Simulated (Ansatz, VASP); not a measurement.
One calculation of Bi, two programs

```
Bi
1.0
     3.17205    0.00000   -0.19430
     0.00000    3.28730    0.00000
    -0.46544    0.00000    6.21545
Bi
2
Direct
  0.45961 0.00000 0.25468
  0.54039 0.00000 0.74532
```

Alike in both runs: task single point; functional PBE; k mesh 14 × 14 × 8; occupations gaussian, width 0.1 eV; no spin polarisation.

|  | VASP | Ansatz |
| --- | --- | --- |
| version | VASP 6.6.1 | Ansatz 0.2.0 |
| potentials or method | VASP PAW PBE potentials, release 64 (Bi_d), cutoff 520 eV | scalar-relativistic, plane waves, PAW |
| valence electrons in the cell | 30 | 30 |

VASP gave:

| Item | Value |
| --- | --- |
| gap on the k mesh at the Fermi level (eV) | none |
| pressure (GPa) | 4.9 |
| traceless stress, the component that is largest in VASP (GPa) | -4.78 |
| rms of the force components (eV/Å) | 0.162 |

Question: Which values does Ansatz return?

Answer: gap on the k mesh at the Fermi level (eV): none; pressure (GPa): 4.9; traceless stress, the component that is largest in VASP (GPa): -4.78; rms of the force components (eV/Å): 0.160.

Atom by atom the forces differ by 0.002 eV/Å (rms over components). A gap of «none» marks a metal or a gap that the smearing closes. The functional is the same, so the differences come from potentials, cutoffs and numerics.

Neither program's run includes spin-orbit coupling.
